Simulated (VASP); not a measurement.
# SiC (Moissanite) (P6_3mc) in VASP: further runs, part 2 of 2

VASP 6.6.1. Earlier steps stand in the parts before.

## 3. Single point, PBE

File INCAR:

```
PREC = Accurate
ENCUT = 520
EDIFF = 1E-6
ISMEAR = -1
SIGMA = 0.05
LREAL = False
LASPH = True
NELM = 80
ALGO = Normal
ISIF = 2
LWAVE = False
LCHARG = True
GGA = PE
LELF = True
LVHAR = True
NBANDS = 16
```

File KPOINTS:

```
regular mesh
0
Gamma
  6 6 2
```

File POSCAR:

```
SiC
1.0
    3.0760000000      0.0000000000      0.0000000000
   -1.5380000000      2.6638940000      0.0000000000
    0.0000000000      0.0000000000      5.0480000000
Si C
2 2
Direct
    0.3333333333      0.6666666667      0.0000000000
    0.6666666667      0.3333333333      0.5000000000
    0.3333333333      0.6666666667      0.3850000000
    0.6666666667      0.3333333333      0.8850000000
```

Potentials or basis: VASP PAW PBE potentials, release 64 (Si, C).

The run is started by

```sh
cat potpaw_PBE.64/Si/POTCAR potpaw_PBE.64/C/POTCAR > POTCAR
mpirun -np 1 vasp_std > vasp.out
```

OUTCAR:

```text
PREC = Accurate
   ENCUT = 520
   EDIFF = 1E-6
   ISMEAR = -1
   LREAL = False
   LASPH = True
   NELM = 80
   ISIF = 2
   GGA = PE

 ion  position               nearest neighbor table
   1  0.333  0.667  0.000-   4 1.87   4 1.87   4 1.87   3 1.94   2 3.09   2 3.09   2 3.09   2 3.09
                             2 3.09   2 3.09
   2  0.667  0.333  0.500-   3 1.87   3 1.87   3 1.87   4 1.94   1 3.09   1 3.09   1 3.09   1 3.09
                             1 3.09   1 3.09
   3  0.333  0.667  0.385-   2 1.87   2 1.87   2 1.87   1 1.94
   4  0.667  0.333  0.885-   1 1.87   1 1.87   1 1.87   2 1.94

  LATTYP: Found a hexagonal cell.
 ALAT       =     3.0760000000
 C/A-ratio  =     1.6410923277

  Lattice vectors:

 A1 = (   3.0760000000,   0.0000000000,   0.0000000000)
 A2 = (  -1.5380000000,   2.6638940000,   0.0000000000)
 A3 = (   0.0000000000,   0.0000000000,   5.0480000000)

Analysis of symmetry for initial positions (statically):
=====================================================================
 Subroutine PRICEL returns:
 Original cell was already a primitive cell.

 Routine SETGRP: Setting up the symmetry group for a
 hexagonal supercell.

 Subroutine GETGRP returns: Found 12 space group operations
 (whereof  6 operations were pure point group operations)
 out of a pool of 24 trial point group operations.

The static configuration has the point symmetry C_3v.
 The point group associated with its full space group is C_6v.

Analysis of symmetry for dynamics (positions and initial velocities):
=====================================================================
 Subroutine PRICEL returns:
 Original cell was already a primitive cell.

 Routine SETGRP: Setting up the symmetry group for a
 hexagonal supercell.

 Subroutine GETGRP returns: Found 12 space group operations
 (whereof  6 operations were pure point group operations)
[... 115 lines left out ...]
     AMIX     =   0.40;   BMIX     =  1.00
     AMIX_MAG =   1.60;   BMIX_MAG =  1.00
  volume/ion in A,a.u.               =      10.34        69.78
  Fermi-wavevector in a.u.,A,eV,Ry     =   1.192817  2.254098 19.358550  1.422813
  Thomas-Fermi vector in A             =   2.328847
   LORBIT       =      0    0 simple, 1 ext, 2 COOP (PROOUT), +10 PAW based schemes
   GGA     = PE    functional components
   LHFCALC =     F    Hartree Fock is set to
   AEXX    =    0.0000 exact exchange contribution
   IVDW    =     0    specifies the selected vdW correction
   LEPSILON=     F    determine dielectric tensor
   LRPA    =     F    only Hartree local field effects (RPA)
 non-spin polarized calculation
  energy-cutoff  :      520.00
  volume of cell :       41.36
 maximum number of plane-waves:      1132
 NGX is ok and might be reduce to    24
   NGX = 11   NGY = 11   NGZ = 19

 number of electron      16.0000000 magnetization

 Free energy of the ion-electron system (eV)
  ---------------------------------------------------
  ext. energy  EPLUGINS =         0.00000000
  ---------------------------------------------------
  free energy    TOTEN  =       -30.06422400 eV

  energy without entropy =      -30.06422400  energy(sigma->0) =      -30.06422400

 E-fermi :   9.4143     XC(G=0): -11.3476

 val. band max:        8.4101636168   @ k =   0.0000   0.0000   0.0000
 cond. band min:      10.7319974434   @ k =   0.3333   0.3333   0.0000
 fundamental gap:      2.3218338266
 Fermi energy:         9.4143365593

 k-point     1 :       0.0000    0.0000    0.0000
  band No.  band energies     occupation
      1      -7.3135      2.00000
      2      -3.8100      2.00000
      3      -0.2837      2.00000
      4       6.8564      2.00000
      5       6.8564      2.00000
      6       8.1375      2.00000
[... 243 lines left out ...]
      3       0.4772      2.00000
      4       0.4772      2.00000
      5       2.5572      2.00000
      6       2.5572      2.00000
[... 8 lines left out ...]
     15      19.8134      0.00000
     16      19.8134      0.00000

------------------------ aborting loop because EDIFF is reached ----------------------------------------

  FORCE on cell =-STRESS in cart. coord.  units (eV):
  Direction    XX          YY          ZZ          XY          YZ          ZX
  --------------------------------------------------------------------------------------
  -------------------------------------------------------------------------------------
  Total        1.3173890      1.3173889      0.2577552      0.0000000      0.0000000      0.0000000
  in kB       51.0272319     51.0272265      9.9837875      0.0000000      0.0000000      0.0000000
  external PRESSURE =      37.3460820 kB  Pullay stress =       0.0000000 kB

 VOLUME and BASIS-vectors are now :
 -----------------------------------------------------------------------------
  energy-cutoff  :      520.00
  volume of cell :       41.36
      direct lattice vectors                 reciprocal lattice vectors
     3.076000000  0.000000000  0.000000000     0.325097529  0.187695156  0.000000000
    -1.538000000  2.663894000  0.000000000     0.000000000  0.375390312  0.000000000
     0.000000000  0.000000000  5.048000000     0.000000000  0.000000000  0.198098257

 POSITION                                       TOTAL-FORCE (eV/Angst)
 -----------------------------------------------------------------------------------
     -0.00000      1.77593      0.00000        -0.000000      0.000000      0.722477
      1.53800      0.88796      2.52400         0.000000     -0.000000      0.722477
     -0.00000      1.77593      1.94348        -0.000000      0.000000     -0.722477
      1.53800      0.88796      4.46748         0.000000     -0.000000     -0.722477
 -----------------------------------------------------------------------------------
    total drift:                                0.000000      0.000000     -0.000243

  FREE ENERGIE OF THE ION-ELECTRON SYSTEM (eV)
  ---------------------------------------------------
  free  energy   TOTEN  =       -30.0642239977 eV

  energy  without entropy=      -30.0642239977  energy(sigma->0) =      -30.06422400
```

OSZICAR:

```text
N       E                     dE             d eps       ncg     rms          rms(c)
DAV:   1     0.224198551775E+02    0.22420E+02   -0.70093E+03   448   0.887E+02
DAV:   2    -0.314290279470E+02   -0.53849E+02   -0.48985E+02   656   0.155E+02
DAV:   3    -0.337929816748E+02   -0.23640E+01   -0.23553E+01   584   0.295E+01
DAV:   4    -0.338107917745E+02   -0.17810E-01   -0.17805E-01   536   0.313E+00
DAV:   5    -0.338109717123E+02   -0.17994E-03   -0.17994E-03   576   0.298E-01    0.125E+01
DAV:   6    -0.301553927937E+02    0.36556E+01   -0.66508E+00   560   0.157E+01    0.565E+00
DAV:   7    -0.300820478837E+02    0.73345E-01   -0.11161E+00   624   0.616E+00    0.249E+00
DAV:   8    -0.300653817635E+02    0.16666E-01   -0.46953E-02   512   0.138E+00    0.633E-01
DAV:   9    -0.300638725374E+02    0.15092E-02   -0.76986E-03   568   0.591E-01    0.124E-01
DAV:  10    -0.300641960198E+02   -0.32348E-03   -0.10150E-03   528   0.184E-01    0.577E-02
DAV:  11    -0.300642230952E+02   -0.27075E-04   -0.93979E-05   544   0.685E-02    0.136E-02
DAV:  12    -0.300642239977E+02   -0.90248E-06   -0.65893E-06   552   0.162E-02
   1 F= -.30064224E+02 E0= -.30064224E+02  d E =-.566816E-10
```

Wall time 15 s (1 thread of Intel Xeon 8259CL, shared host); peak memory 0.15 GiB.

Results:

```
Free energy            : -30.0642 eV
Pressure               : 3.7 GPa
Largest force          : 0.722 eV/Å
Band gap on the k mesh : 2.32 eV, indirect (least direct gap 4.07 eV)
```

Forces on the atoms (eV/Å):
```
Si   0.000  0.000  0.722
Si   0.000  0.000  0.722
C    0.000  0.000 -0.722
C    0.000  0.000 -0.722
```

Levels at points of the mesh, in eV from the valence-band top:
| k point | band 5 | band 6 | band 7 | band 8 | band 9 | band 10 | band 11 | band 12 |
| --- | --- | --- | --- | --- | --- | --- | --- | --- |
| (0.00, 0.00, 0.00) | -1.55 | -0.27 | -0.27 | 0.00 | 4.63 | 6.03 | 6.51 | 6.51 |
| (0.50, 0.00, 0.00) | -5.43 | -3.54 | -3.26 | -1.48 | 2.59 | 4.20 | 6.74 | 7.20 |
| (0.00, 0.00, 0.50) | -0.96 | -0.96 | -0.96 | -0.96 | 5.71 | 5.71 | 7.17 | 7.17 |
| (0.50, 0.00, 0.50) | -2.68 | -2.68 | -2.34 | -2.34 | 3.17 | 3.17 | 5.00 | 5.00 |

Caveat: the k points lie up to 0.62 Å⁻¹ apart. PBE gaps usually lie below the measured ones, often by a third to a half.

## 4. Single point, PBE

File INCAR:

```
  ALGO = Normal
  EDIFF = 1E-6
  ENCUT = 520
  GGA = PE
  ISIF = 2
  ISMEAR = -1
  LASPH = True
  LCHARG = False
  LREAL = False
  LWAVE = False
  NBANDS = 16
  NELM = 60
  PREC = Accurate
  SIGMA = 0.05
```

File KPOINTS:

```
k-points
0
Gamma
  6 6 4
```

POSCAR is that of step 3.

The run is started by

```sh
cat potpaw_PBE.64/Si/POTCAR potpaw_PBE.64/C/POTCAR > POTCAR
mpirun -np 1 vasp_std > vasp.out
```

Run time: 23 s. Hardware: 1 thread of Intel Xeon 8259CL, shared host; peak memory 0.15 GiB.

Results (log left out):

```
Free energy            : -30.0575 eV
Pressure               : 3.6 GPa
Largest force          : 0.745 eV/Å
Band gap on the k mesh : 2.32 eV, indirect (least direct gap 4.07 eV)
```

Forces on the atoms (eV/Å):
```
Si   0.000  0.000  0.745
Si   0.000  0.000  0.745
C    0.000  0.000 -0.745
C    0.000  0.000 -0.745
```

Stress tensor (GPa, compression positive):
```
5.30 0.00 0.00
0.00 5.30 0.00
0.00 0.00 0.32
```

Levels at points of the mesh, in eV from the valence-band top:
```csv
k point,band 5,band 6,band 7,band 8,band 9,band 10,band 11,band 12
"(0.00, 0.00, 0.00)",-1.56,-0.28,-0.28,0.00,4.62,6.02,6.50,6.50
"(0.50, 0.00, 0.00)",-5.43,-3.54,-3.26,-1.49,2.59,4.19,6.74,7.20
"(0.00, 0.00, 0.50)",-0.97,-0.97,-0.97,-0.97,5.71,5.71,7.17,7.17
"(0.50, 0.00, 0.50)",-2.69,-2.69,-2.34,-2.34,3.16,3.16,4.99,4.99
```

A k mesh can miss the band edges.

## 5. Overview

| k mesh | gap on the mesh (eV) | pressure (GPa) | largest force (eV/Å) |
| --- | --- | --- | --- |
| 3 × 3 × 2 | 2.26 | 4.3 | 0.58 |
| 6 × 6 × 2 | 2.32 | 3.7 | 0.72 |
| 6 × 6 × 4 | 2.32 | 3.6 | 0.75 |

Alike in all rows: task single point; level PBE; potentials or basis VASP PAW PBE potentials, release 64 (Si, C); no spin polarisation; cell as given; cutoff (eV) 520; smearing fermi-dirac 0.05 eV.

Caveats: some runs use coarse meshes.

Absolute energies hang on the potentials; compare differences alone.
